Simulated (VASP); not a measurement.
Hg, 1 atom in the cell. The structure is trigonal, space group R-3m (No. 166). Conventional cell: a = 3.483 Å, b = 3.483 Å, c = 6.746 Å, α = 90.00°, β = 90.00°, γ = 120.00°. Hg (site symmetry -3m) has 12 Hg at 3.02 to 3.48 Å within 4.0 Å. 

- Program: VASP 6.6.1
- Task: electric field gradients
- Functional: PBE
- Potentials or basis: VASP PAW PBE potentials, release 64 (Hg)
- Cutoff: 520 eV
- k mesh: 12 × 12 × 12
- Occupations: fermi-dirac, width 0.03 eV
- Spin: no spin polarisation
- Dipole correction: no
- Further INCAR settings: ALGO = Normal; EDIFF = 1e-08; NBANDS = 12

Potentials or basis: VASP PAW PBE potentials, release 64 (Hg).

Run with:

```console
$ cat potpaw_PBE.64/Hg/POTCAR > POTCAR
$ mpirun -np 1 vasp_std > vasp.out
```

Hardware: 1 thread of Intel(R) Xeon(R) Platinum 8488C (Sapphire Rapids) (shared host).

Q: Estimate the wall time of this run.

A: Run time: 19 s on 1 thread of Intel(R) Xeon(R) Platinum 8488C (Sapphire Rapids), on a shared host, peak memory 0.18 GiB. Counts: scf iterations 14, k points 189.
